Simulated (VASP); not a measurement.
A run of VASP 6.6.1:

Contents of INCAR:

```
SYSTEM = Be
PREC     = Accurate       ! precision mode
ENCUT    = 520            ! plane-wave cutoff, eV
EDIFF    = 1E-6           ! SCF threshold, eV
ISMEAR   = -1             ! smearing method
SIGMA    = 0.36           ! smearing width, eV
LREAL    = Auto         
LASPH    = .True.         ! aspherical terms in the spheres
NELM     = 80             ! most SCF steps
ALGO     = Normal         ! electronic algorithm
ISIF     = 2              ! what is computed and relaxed
LWAVE    = .False.        ! write WAVECAR
LCHARG   = .False.        ! write CHGCAR
GGA      = PE             ! functional
NBANDS   = 60             ! bands
```

The input KPOINTS:

```
regular mesh
0
Gamma
  2 2 2
  0 0 0
```

The input POSCAR:

```
Be
1.0
    7.0917640000      0.0000000000      0.0000000000
   -3.5458820000      6.1416480000      0.0000000000
    0.0000000000      0.0000000000      7.4085300000
Be
36
Direct
   -0.0015972290     -0.0074247173     -0.0381992109
    0.2539210102      0.3363755135      0.3302544499
   -0.0543911687     -0.0243745653      0.4969811825
    0.0314445867      0.2116532891      0.7430218950
   -0.0195727201      0.2575367393      0.0059256020
    0.0741575744      0.6393072348      0.2833490585
    0.0000803295      0.2933740260      0.5041216004
    0.0063677331      0.5075347855      0.7971351942
    0.0272765079      0.6919966758     -0.0061685652
    0.0636026730      0.8786403910      0.2566231088
    0.0082394581      0.6368323290      0.5487323396
    0.2177000914      0.9927791368      0.8485219065
    0.3750618234      0.0571507843      0.0370788807
    0.4546483130      0.1630506991      0.2700535734
    0.3217491451     -0.0660571886      0.5431441865
    0.4877317833      0.2865517529      0.7416181078
    0.2981976872      0.2966956100     -0.0576902570
    0.5148748621      0.5577656030      0.1959902977
    0.2496855579      0.2886196018      0.5837865272
    0.4577363374      0.5821564505      0.7834212725
    0.3038406762      0.5823844024     -0.0202874254
    0.4363563071      0.8478668918      0.2608479685
    0.2821457417      0.5950031653      0.5096557617
    0.4313900030      0.9121330301      0.8245225436
    0.7087206354      0.0772105467     -0.0578117386
    0.7958064741      0.2384376311      0.2371050667
    0.7268888946     -0.0067897086      0.4495763667
    0.7188514145      0.1852922864      0.7191710096
    0.7485999378      0.3627853631     -0.0531549444
    0.7533586232      0.4835021480      0.2377664665
    0.6581420647      0.3150945805      0.4801357354
    0.7374709814      0.5970221673      0.7259469827
    0.6524876261      0.7314649097     -0.0440573231
    0.8365242488      0.9447952732      0.1919409114
    0.5683660813      0.5889135945      0.4768287366
    0.6641628637      0.8523933641      0.6723736018
```

Potentials or basis: VASP PAW PBE potentials, release 64 (Be).

Launch:

```console
$ cat potpaw_PBE.64/Be/POTCAR > POTCAR
$ mpirun -np 1 vasp_std > vasp.out
```

Hardware: 1 thread of AMD EPYC 7R13 Processor (Zen 3) (shared host).

Estimate the wall time of this run.

It took 6.8 min on 1 thread of AMD EPYC 7R13 Processor (Zen 3), with other jobs on the host, peak memory 0.39 GiB. Counts: scf iterations 15, k points 8.
